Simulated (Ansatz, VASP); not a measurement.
Two plane-wave programs on MgB2

```
CELL_PARAMETERS angstrom
3.07531 0.00000 0.00000
-1.53766 2.66330 0.00000
0.00000 0.00000 3.52414
ATOMIC_POSITIONS crystal
Mg 0.00000 0.00000 0.00000
B 0.33333 0.66667 0.50000
B 0.66667 0.33333 0.50000
```

Alike in both runs: functional PBE; k mesh 21 × 21 × 16; occupations gaussian, width 0.1 eV; no spin polarisation.

Ansatz relaxed the structure, and its values are those at the end. VASP's run is a single point on that final structure, the one shown.

```csv
,VASP,Ansatz
version,VASP 6.6.1,Ansatz 0.2.0
potentials or method,"VASP PAW PBE potentials, release 64 (Mg, B), cutoff 520 eV","scalar-relativistic, plane waves, PAW"
valence electrons in the cell,8,16
```

|  | VASP | Ansatz | Ansatz less VASP |
| --- | --- | --- | --- |
| gap on the k mesh at the Fermi level (eV) | none | none | - |
| pressure (GPa) | -0.3 | 0.0 | +0.26 |

A gap of «none» marks a metal or a gap that the smearing closes. The functional is the same, so the differences come from potentials, cutoffs and numerics. VASP's potentials hold 8 valence electrons a cell and Ansatz's 16, so a difference there can come from the potentials and not from the codes.
